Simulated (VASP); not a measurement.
# BeS (F-43m) in VASP: notebook

Runs on BeS. Level: PBE. Tasks: relaxation of cell and atoms, single point.

Program: VASP 6.6.1. These are calculated values, not measurements. Logs are shortened: lines on timing, memory, paths and dates and some standing lists are left out, and cuts for length are marked.

## Step 1: The cell of the first run

The structure is cubic, space group F-43m (No. 216). The conventional cell has a = 4.850 Å, b = 4.850 Å, c = 4.850 Å, α = 90.00°, β = 90.00°, γ = 90.00°. Within 2.8 Å of Be (site symmetry -43m) lie 4 S at 2.10 Å. Within 2.8 Å of S (site symmetry -43m) lie 4 Be at 2.10 Å.

## Step 2: Relaxation of cell and atoms, PBE

INCAR reads:

```
SYSTEM = BeS
  PREC = Accurate
  ENCUT = 600
  EDIFF = 1E-7
  ISMEAR = 0
  SIGMA = 0.02
  LREAL = .False.
  LASPH = .True.
  NELM = 60
  ALGO = Normal
  ISIF = 3
  LWAVE = .False.
  LCHARG = .False.
  GGA = PE
  IBRION = 2
  NSW = 100
  EDIFFG = -0.01
```

KPOINTS reads:

```
Automatic mesh
0
Gamma
  8 8 8
  0 0 0
```

POSCAR reads:

```
BeS
1.0
    0.0000000000      2.4249999500      2.4249999500
    2.4249999500      0.0000000000      2.4249999500
    2.4249999500      2.4249999500      0.0000000000
Be S
1 1
Direct
    0.0000000000      0.0000000000      0.0000000000
    0.7500000000      0.7500000000      0.7500000000
```

Potentials or basis: VASP PAW PBE potentials, release 64 (Be, S).

Command:

```sh
> cat potpaw_PBE.64/Be/POTCAR potpaw_PBE.64/S/POTCAR > POTCAR
> mpirun -np 1 vasp_std > vasp.out
```

OUTCAR:

```text
SYSTEM = BeS
   PREC = Accurate
   ENCUT = 600
   EDIFF = 1E-7
   ISMEAR = 0
   LREAL = .False.
   LASPH = .True.
   NELM = 60
   ISIF = 3
   GGA = PE
   IBRION = 2
   NSW = 100
   EDIFFG = -0.01

 ion  position               nearest neighbor table
   1  0.000  0.000  0.000-   2 2.10   2 2.10   2 2.10   2 2.10
   2  0.750  0.750  0.750-   1 2.10   1 2.10   1 2.10   1 2.10

  LATTYP: Found a face centered cubic cell.
 ALAT       =     4.8499999000

  Lattice vectors:

 A1 = (   0.0000000000,   2.4249999500,   2.4249999500)
 A2 = (   2.4249999500,   0.0000000000,   2.4249999500)
 A3 = (   2.4249999500,   2.4249999500,   0.0000000000)

Analysis of symmetry for initial positions (statically):
=====================================================================
 Subroutine PRICEL returns:
 Original cell was already a primitive cell.

 Routine SETGRP: Setting up the symmetry group for a
 face centered cubic supercell.

 Subroutine GETGRP returns: Found 24 space group operations
 (whereof 24 operations were pure point group operations)
 out of a pool of 48 trial point group operations.

The static configuration has the point symmetry T_d .

Analysis of symmetry for dynamics (positions and initial velocities):
=====================================================================
 Subroutine PRICEL returns:
 Original cell was already a primitive cell.

 Routine SETGRP: Setting up the symmetry group for a
 face centered cubic supercell.

 Subroutine GETGRP returns: Found 24 space group operations
 (whereof 24 operations were pure point group operations)
 out of a pool of 48 trial point group operations.

The dynamic configuration has the point symmetry T_d .

 Subroutine INISYM returns: Found 24 space group operations
 (whereof 24 operations are pure point group operations),
 and found     1 'primitive' translations

----------------------------------------------------------------------------------------

                                     Primitive cell

  volume of cell :      28.5210

  direct lattice vectors                    reciprocal lattice vectors
     0.000000000  2.424999950  2.424999950    -0.206185571  0.206185571  0.206185571
     2.424999950  0.000000000  2.424999950     0.206185571 -0.206185571  0.206185571
     2.424999950  2.424999950  0.000000000     0.206185571  0.206185571 -0.206185571

  length of vectors
     3.429467818  3.429467818  3.429467818     0.357123885  0.357123885  0.357123885

  position of ions in fractional coordinates (direct lattice)
     0.000000000  0.000000000  0.000000000
     0.750000000  0.750000000  0.750000000

  ion indices of the primitive-cell ions
   primitive index   ion index
                 1           1
                 2           2

----------------------------------------------------------------------------------------

 KPOINTS: Automatic mesh

Automatic generation of k-mesh.
 Grid dimensions read from file:
 generate k-points for:    8    8    8

 Generating k-lattice:

  Cartesian coordinates                     Fractional coordinates (reciprocal lattice)
    -0.025773196  0.025773196  0.025773196     0.125000000  0.000000000  0.000000000
     0.025773196 -0.025773196  0.025773196     0.000000000  0.125000000  0.000000000
     0.025773196  0.025773196 -0.025773196     0.000000000  0.000000000  0.125000000

  Length of vectors
     0.044640486  0.044640486  0.044640486

  Shift w.r.t. Gamma in fractional coordinates (k-lattice)
     0.000000000  0.000000000  0.000000000

 Subroutine IBZKPT returns following result:
 ===========================================

 Found     29 irreducible k-points:

 Following reciprocal coordinates:
            Coordinates               Weight
  0.000000  0.000000  0.000000      1.000000
  0.125000  0.000000  0.000000      8.000000
  0.250000  0.000000  0.000000      8.000000
  0.375000  0.000000  0.000000      8.000000
  0.500000  0.000000  0.000000      4.000000
  0.125000  0.125000  0.000000      6.000000
[... 16 lines left out ...]
  0.500000  0.250000  0.125000     48.000000
 -0.375000  0.250000  0.125000     24.000000
 [... further k-points ...]
   k-points           NKPTS =     29   k-points in BZ     NKDIM =     29   number of bands    NBANDS=      8
   number of dos      NEDOS =    301   number of ions     NIONS =      2
   total plane-waves  NPLWV =  21952
   dimension x,y,z NGX =    28 NGY =   28 NGZ =   28
   dimension x,y,z NGXF=    56 NGYF=   56 NGZF=   56
   ions per type =               1   1
   NGX,Y,Z   is equivalent  to a cutoff of  13.57, 13.57, 13.57 a.u.
   NGXF,Y,Z  is equivalent  to a cutoff of  27.15, 27.15, 27.15 a.u.
 SYSTEM =  BeS
   PREC   = accura    normal or accurate (medium, high low for compatibility)
   ISTART =      0    job   : 0-new  1-cont  2-samecut
   ICHARG =      2    charge: 1-file 2-atom 10-const
   ISPIN  =      1    spin polarized calculation?
   LNONCOLLINEAR =      F non collinear calculations
   LSORBIT =      F    spin-orbit coupling
   LASPH  =      T    aspherical Exc in radial PAW
   ENCUT  =  600.0 eV  44.10 Ry    6.64 a.u.   6.85  6.85  6.85*2*pi/ulx,y,z
   NELM   =     60;   NELMIN=  2; NELMDL= -5     # of ELM steps
   EDIFF  = 0.1E-06   stopping-criterion for ELM
   LREAL  =      F    real-space projection
   EDIFFG = -.1E-01   stopping-criterion for IOM
   NSW    =    100    number of steps for IOM
   IBRION =      2    ionic relax: 0-MD 1-quasi-New 2-CG
   NFREE  =      1    steps in history (QN), initial steepest desc. (CG)
   ISIF   =      3    stress and relaxation
   ISYM   =      2    0-nonsym 1-usesym 2-fastsym
   POTIM  = 0.5000    time-step for ionic-motion
   TEBEG  =    0.0;   TEEND  =   0.0 temperature during run
   PSTRESS=    0.0 pullay stress
   NELECT =       8.0000    total number of electrons
   NUPDOWN=      -1.0000    fix difference up-down
   EMIN   =  10.00;   EMAX   =-10.00  energy-range for DOS
   EFERMI =   0.00;   METHOD = LEGACY
   ISMEAR =     0;   SIGMA  =   0.02  broadening in eV -4-tet -1-fermi 0-gaus
   EFERMI_NEDOS =   21; number of points for ismear=-14 and -15
   IALGO  =     38    algorithm
   IMIX   =      4    mixing-type and parameters
     AMIX     =   0.40;   BMIX     =  1.00
     AMIX_MAG =   1.60;   BMIX_MAG =  1.00
  volume/ion in A,a.u.               =      14.26        96.23
  Fermi-wavevector in a.u.,A,eV,Ry     =   1.071642  2.025110 15.625159  1.148417
  Thomas-Fermi vector in A             =   2.207388
   LORBIT       =      0    0 simple, 1 ext, 2 COOP (PROOUT), +10 PAW based schemes
   GGA     = PE    functional components
   LHFCALC =     F    Hartree Fock is set to
   AEXX    =    0.0000 exact exchange contribution
   IVDW    =     0    specifies the selected vdW correction
   LEPSILON=     F    determine dielectric tensor
   LRPA    =     F    only Hartree local field effects (RPA)
 conjugate gradient relaxation of ions
 non-spin polarized calculation
 Gauss-broadening in eV      SIGMA  =   0.02
  energy-cutoff  :      600.00
  volume of cell :       28.52
 maximum number of plane-waves:       961
   NGX = 13   NGY = 13   NGZ = 13

--------------------------------------- Ionic step        1  -------------------------------------------

 number of electron       7.9999999 magnetization

 Free energy of the ion-electron system (eV)
  ---------------------------------------------------
  ext. energy  EPLUGINS =         0.00000000
  ---------------------------------------------------
  free energy    TOTEN  =       -10.01120724 eV

  energy without entropy =      -10.01120724  energy(sigma->0) =      -10.01120724

------------------------ aborting loop because EDIFF is reached ----------------------------------------

  FORCE on cell =-STRESS in cart. coord.  units (eV):
  Direction    XX          YY          ZZ          XY          YZ          ZX
  --------------------------------------------------------------------------------------
  -------------------------------------------------------------------------------------
  Total        0.2818817      0.2818817      0.2818817     -0.0000000      0.0000000     -0.0000000
  in kB       15.8347913     15.8347913     15.8347913     -0.0000000      0.0000000     -0.0000000
  external PRESSURE =      15.8347913 kB  Pullay stress =       0.0000000 kB
[... 57 lines left out ...]
  energy  without entropy=      -10.0133905264  energy(sigma->0) =      -10.01339053

--------------------------------------- Ionic step        3  -------------------------------------------

 number of electron       7.9999999 magnetization

 Free energy of the ion-electron system (eV)
  ---------------------------------------------------
  ext. energy  EPLUGINS =         0.00000000
  ---------------------------------------------------
  free energy    TOTEN  =       -10.01351412 eV

  energy without entropy =      -10.01351412  energy(sigma->0) =      -10.01351412

 E-fermi :   4.1280     XC(G=0):  -9.6626

 val. band max:        4.0055005499   @ k =   0.0000   0.0000   0.0000
 cond. band min:       7.1528739393   @ k =   0.5000   0.5000   0.0000
 fundamental gap:      3.1473733895
 Fermi energy:         4.1279519757

 k-point     1 :       0.0000    0.0000    0.0000
  band No.  band energies     occupation
      1      -9.5772      2.00000
      2       4.0055      2.00000
      3       4.0055      2.00000
      4       4.0055      2.00000
      5       9.6814      0.00000
      6       9.6814      0.00000
      7       9.6814      0.00000
      8       9.7528      0.00000
[... 243 lines left out ...]
 k-point    24 :      -0.3750    0.2500    0.1250
  band No.  band energies     occupation
      1      -7.7442      2.00000
      2      -1.1510      2.00000
      3       1.2820      2.00000
      4       2.2102      2.00000
      5      10.1125      0.00000
      6      10.5546      0.00000
      7      13.0672      0.00000
      8      14.4481      0.00000

 [... further k-points ...]
[... 5 lines left out ...]
  --------------------------------------------------------------------------------------
  -------------------------------------------------------------------------------------
  Total        0.0007679      0.0007679      0.0007679      0.0000000      0.0000000     -0.0000000
  in kB        0.0424306      0.0424306      0.0424306      0.0000000      0.0000000     -0.0000000
  external PRESSURE =       0.0424306 kB  Pullay stress =       0.0000000 kB
[... 17 lines left out ...]
  FREE ENERGIE OF THE ION-ELECTRON SYSTEM (eV)
  ---------------------------------------------------
  free  energy   TOTEN  =       -10.0135141248 eV

  energy  without entropy=      -10.0135141248  energy(sigma->0) =      -10.01351412

 reached required accuracy - stopping structural energy minimisation
```

Run time: 17 s. Hardware: 1 thread of Intel Xeon 6975P-C (Granite Rapids), shared host; peak memory 0.15 GiB.

What came out:

- Free energy: -10.0135 eV
- Relaxed volume: 14.50 Å³/atom
- Relaxed cell: a = 3.448 Å, b = 3.448 Å, c = 3.448 Å, α = 60.00°, β = 60.00°, γ = 60.00°
- Space group after relaxing (to 0.05 Å): F-43m (No. 216)
- Energy gained by relaxing: 1.2 meV/atom
- Ionic steps: 3
- Pressure after relaxing: 0.0 GPa
- Band gap on the k mesh: 3.15 eV, indirect (least direct gap 5.68 eV)

The path:
| step | energy change (eV) | largest force (eV/Å) | pressure (GPa) | volume (Å³) |
| --- | --- | --- | --- | --- |
| 1 | 0.0000 | 0.0000 | 1.58 | 28.52 |
| 2 | -0.0022 | 0.0000 | -0.35 | 29.11 |
| 3 | -0.0023 | 0.0000 | 0.00 | 29.00 |

Final structure:
```
Be S
1.0
     0.00000    2.43836    2.43836
     2.43836    0.00000    2.43836
     2.43836    2.43836    0.00000
Be S
1 1
Cartesian
  0.0000 0.0000 0.0000
  3.6575 3.6575 3.6575
```

Levels at points of the mesh, in eV from the valence-band top:
```
           k point  band 2  band 3  band 4  band 5  band 6  band 7
(0.00, 0.00, 0.00)    0.00    0.00    0.00    5.68    5.68    5.68
(0.50, 0.00, 0.00)   -5.68   -1.01   -1.01    5.42    6.57    6.57
(0.50, 0.50, 0.00)   -4.94   -2.58   -2.58    3.15    4.93   12.65
```

A k mesh can miss the band edges. Zero-point motion and thermal expansion aren't in these numbers.

## Step 3: Relaxation of cell and atoms, PBE

This run uses another cell than the first one, of 14.46 Å³/atom, 1.014 times its volume.

INCAR reads:

```
SYSTEM = BeS
  ALGO = Normal
  EDIFF = 1E-6
  EDIFFG = -0.01
  ENCUT = 600
  GGA = PE
  IBRION = 2
  ISIF = 3
  ISMEAR = 0
  LASPH = .True.
  LCHARG = .False.
  LREAL = .False.
  LWAVE = .False.
  NELM = 80
  NSW = 100
  PREC = Accurate
  SIGMA = 0.02
```

KPOINTS reads:

```
k-points
0
Gamma
  8 8 8
  0 0 0
```

POSCAR reads:

```
BeS
1.0
    0.0000000000      2.4363135490      2.4363135490
    2.4363135490      0.0000000000      2.4363135490
    2.4363135490      2.4363135490      0.0000000000
Be S
1 1
Direct
    0.5000000000      0.5000000000      0.5000000000
    0.2500000000      0.2500000000      0.2500000000
```

Potentials or basis: VASP PAW PBE potentials, release 64 (Be, S).

Command:

```sh
> cat potpaw_PBE.64/Be/POTCAR potpaw_PBE.64/S/POTCAR > POTCAR
> mpirun -np 1 vasp_std > vasp.out
```

It took 12 s on 1 thread of Intel Xeon 6975P-C (Granite Rapids), shared host; peak memory 0.15 GiB.

Results (log left out):

```
Free energy                            : -10.0135 eV
Relaxed volume                         : 14.51 Å³/atom
Relaxed cell                           : a = 3.449 Å, b = 3.449 Å, c = 3.449 Å, α = 60.00°, β = 60.00°, γ = 60.00°
Space group after relaxing (to 0.05 Å) : F-43m (No. 216)
Energy gained by relaxing              : 0.0 meV/atom
Ionic steps                            : 2
Pressure after relaxing                : -0.1 GPa
Band gap on the k mesh                 : 3.15 eV, indirect (least direct gap 5.68 eV)
```

Final structure:
```
Be S
1.0
     0.00000    2.43894    2.43894
     2.43894    0.00000    2.43894
     2.43894    2.43894    0.00000
Be S
1 1
Direct
  0.50000 0.50000 0.50000
  0.25000 0.25000 0.25000
```

Levels at points of the mesh, in eV from the valence-band top:
```
           k point  band 1  band 2  band 3  band 4  band 5  band 6  band 7  band 8
(0.00, 0.00, 0.00)  -13.58    0.00    0.00    0.00    5.68    5.68    5.68    5.74
(0.50, 0.00, 0.00)  -12.01   -5.68   -1.01   -1.01    5.42    6.57    6.57   11.13
(0.50, 0.50, 0.00)  -11.49   -4.93   -2.58   -2.58    3.15    4.93   12.64   12.64
```

A k mesh can miss the band edges. Expect the measured gap to be larger: semilocal functionals such as PBE lack the derivative discontinuity.

## Step 4: Single point, PBE (volume scaled by 1.03)

INCAR reads:

```
PREC = Accurate ; ENCUT = 600
EDIFF = 1E-6 ; ISMEAR = 0
SIGMA = 0.02 ; LREAL = F
LASPH = T ; NELM = 120
ALGO = Normal ; ISIF = 2
LWAVE = F ; LCHARG = F
GGA = PE ; NBANDS = 11
GGA_COMPAT = F
```

KPOINTS reads:

```
Automatic mesh
0
Gamma
  8 8 8
```

POSCAR reads:

```
BeS
1.0
    0.0000000000      2.4622053104      2.4622053104
    2.4622053104      0.0000000000      2.4622053104
    2.4622053104      2.4622053104      0.0000000000
Be S
1 1
Direct
    0.5000000000      0.5000000000      0.5000000000
    0.2500000000      0.2500000000      0.2500000000
```

Command:

```sh
> cat potpaw_PBE.64/Be/POTCAR potpaw_PBE.64/S/POTCAR > POTCAR
> mpirun -np 1 vasp_std > vasp.out
```

It took 7.3 s on 1 thread of Intel Xeon Platinum 8375C at 2.90GHz (Ice Lake), shared host; peak memory 0.15 GiB.

The run converged. Its results:

* Free energy: -10.0066 eV
* Pressure: -2.6 GPa
* Band gap on the k mesh: 3.21 eV, indirect (least direct gap 5.51 eV)

Levels at points of the mesh, in eV from the valence-band top:
```
           k point  band 2  band 3  band 4  band 5  band 6  band 7
(0.00, 0.00, 0.00)    0.00    0.00    0.00    5.51    5.68    5.68
(0.50, 0.00, 0.00)   -5.50   -0.97   -0.97    5.31    6.57    6.57
(0.50, 0.50, 0.00)   -4.79   -2.49   -2.49    3.21    4.95   12.41
```

Caveat: the cell differs from its parent crystal (volume scaled by 1.03).

(Part 1 of 2 ends here.)
